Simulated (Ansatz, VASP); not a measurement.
## AlNi: VASP beside Ansatz

```xyz
2
Lattice="2.8597 0.0000 0.0000 0.0000 2.8597 0.0000 0.0000 0.0000 2.8597" Properties=species:S:1:pos:R:3 pbc="T T T"
Al    1.4299    1.4299    1.4299
Ni    0.0000    0.0000    0.0000
```

Alike in both runs: task single point; functional PBEsol; k mesh 6 × 6 × 6; occupations gaussian, width 0.1 eV; no spin polarisation.

|  | VASP | Ansatz |
| --- | --- | --- |
| version | VASP 6.6.1 | Ansatz 0.2.0 |
| potentials or method | VASP PAW PBE potentials, release 64 (Al, Ni), cutoff 600 eV | scalar-relativistic, plane waves, PAW |
| valence electrons in the cell | 13 | 21 |

|  | VASP | Ansatz | Ansatz less VASP |
| --- | --- | --- | --- |
| gap on the k mesh at the Fermi level (eV) | none | none | - |
| pressure (GPa) | 0.8 | 0.7 | -0.09 |

VASP's potentials were made for PBE, not for PBEsol. A gap of «none» marks a metal or a gap that the smearing closes. The functional is the same, so the differences come from potentials, cutoffs and numerics. VASP's potentials hold 13 valence electrons a cell and Ansatz's 21, so a difference there can come from the potentials and not from the codes.

The k mesh is coarse, so the values compare programs but aren't converged.
